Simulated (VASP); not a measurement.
Input of a VASP 6.6.1 run:

File INCAR:

```
PREC     = Accurate       # precision mode
ENCUT    = 520            # plane-wave cutoff, eV
EDIFF    = 1E-8           # SCF threshold, eV
ISMEAR   = -1             # smearing method
SIGMA    = 0.01           # smearing width, eV
LREAL    = False          # projectors in reciprocal space
LASPH    = True           # aspherical terms in the spheres
NELM     = 80             # most SCF steps
ALGO     = Normal         # electronic algorithm
ISIF     = 2              # what is computed and relaxed
LWAVE    = False          # write WAVECAR
LCHARG   = False          # write CHGCAR
GGA      = PE             # functional
LEFG     = True         
NBANDS   = 45             # bands
```

Contents of KPOINTS:

```
Automatic mesh
0
Gamma
  6 6 6
```

Contents of POSCAR:

```
Si3N4
1.0
   -3.2373500000      3.2373500000      3.2373500000
    3.2373500000     -3.2373500000      3.2373500000
    3.2373500000      3.2373500000     -3.2373500000
Si N
6 8
Direct
    0.2500000000      0.1250000000      0.8750000000
    0.8750000000      0.2500000000      0.1250000000
    0.7500000000      0.3750000000      0.6250000000
    0.6250000000      0.7500000000      0.3750000000
    0.1250000000      0.8750000000      0.2500000000
    0.3750000000      0.6250000000      0.7500000000
    0.5628000000      0.5628000000      0.5628000000
    0.4372000000      0.5000000000      0.0000000000
    0.5000000000      0.0000000000      0.9372000000
    0.0000000000      0.4372000000      0.5000000000
    0.9372000000      0.5000000000      0.0000000000
    0.0628000000      0.0628000000      0.0628000000
    0.0000000000      0.9372000000      0.5000000000
    0.5000000000      0.0000000000      0.4372000000
```

Potentials or basis: VASP PAW PBE potentials, release 64 (Si, N).

The run is started by

```console
$ cat potpaw_PBE.64/Si/POTCAR potpaw_PBE.64/N/POTCAR > POTCAR
$ mpirun -np 1 vasp_std > vasp.out
```

Problem. Estimate the band gap on the k mesh.

Solution. 4.07 eV (least direct gap 4.25 eV).

Problem. Estimate the largest force.

Solution. 0.016 eV/Å.

Problem. What does it give for the pressure?

Solution. 1.6 GPa.

Forces in eV/Å, atoms in the order of the input:
```
Si   0.000  0.000  0.000
Si   0.000  0.000  0.000
Si   0.000  0.000  0.000
Si   0.000  0.000  0.000
Si   0.000  0.000  0.000
Si   0.000  0.000  0.000
N   -0.009 -0.009 -0.009
N   -0.009  0.009  0.009
N    0.009  0.009 -0.009
N    0.009 -0.009  0.009
N   -0.009  0.009  0.009
N   -0.009 -0.009 -0.009
N    0.009 -0.009  0.009
N    0.009  0.009 -0.009
```

Caveat: without QUAD_EFG the Cq values of the log hold for a quadrupole moment of 1 mb, not for the nuclei. A k mesh can miss the band edges.
